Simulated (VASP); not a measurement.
Input of a VASP 6.6.1 run:

Contents of POSCAR:

```
Ni
1.0
    2.3966650188     -0.0000000133     -0.0000000230
   -0.7988883271      2.2595974538     -0.0000000230
   -0.7988883271     -1.1297986937      1.9568688164
Ni
1
Direct
    0.0000000000      0.0000000000      0.0000000000
```

INCAR.step1

```
SYSTEM = Ni
ALGO = Normal ; EDIFF = 1E-4
ENCUT = 600 ; GGA = PE
ISMEAR = -1 ; ISPIN = 2
LASPH = .TRUE. ; LCHARG = .FALSE.
LMAXMIX = 4 ; LREAL = .FALSE.
LWAVE = .TRUE. ; MAGMOM = 1
NELM = 150 ; PREC = Accurate
SIGMA = 0.1
```

The input INCAR.step2:

```
SYSTEM = Ni
ALGO = Normal ; EDIFF = 1E-6
EDIFFG = -0.02 ; ENCUT = 600
IBRION = 2 ; ISIF = 3
ISMEAR = -1 ; ISPIN = 2
ISTART = 1 ; IVDW = 12
LASPH = .TRUE. ; LCHARG = .FALSE.
LMAXMIX = 4 ; LMIXTAU = .TRUE.
LORBIT = 11 ; LREAL = .FALSE.
LWAVE = .FALSE. ; MAGMOM = 1
METAGGA = R2SCAN ; NELM = 150
NSW = 80 ; PREC = Accurate
PSTRESS = 60.0 ; SIGMA = 0.1
VDW_A1 = 0.49484001 ; VDW_A2 = 5.73083694
VDW_S6 = 1.0 ; VDW_S8 = 0.78981345
```

Contents of KPOINTS:

```
k-points
0
G
  17 17 17
  0 0 0
```

Potentials or basis: VASP PAW PBE potentials, release 64 (Ni).

Command:

```sh
$ cat potpaw_PBE.64/Ni/POTCAR > POTCAR
$ cp INCAR.step1 INCAR
$ mpirun -np 1 vasp_std > vasp.out
$ cp INCAR.step2 INCAR
$ mpirun -np 1 vasp_std > vasp.out
```

Question: Estimate the relaxed volume.

Answer: 10.18 Å³/atom.

Question: What does it give for the site moments?

Answer: Ni +0.64 μB.

Question: Predict the space group after relaxing (to 0.1 Å).

Answer: Im-3m (No. 229).

Final structure:
```yaml
crystal:
  lattice:
    - [2.36487, 0.00000, 0.00000]
    - [-0.78829, 2.22962, 0.00000]
    - [-0.78829, -1.11481, 1.93091]
  atoms:
    - { symbol: Ni, position: [0.00000, 0.00000, 0.00000] }
```

Caveat: the cell is relaxed towards a set pressure, so the run minimises the enthalpy, not the energy; the PAW data sets were made with another functional, which shifts forces and pressure a little.
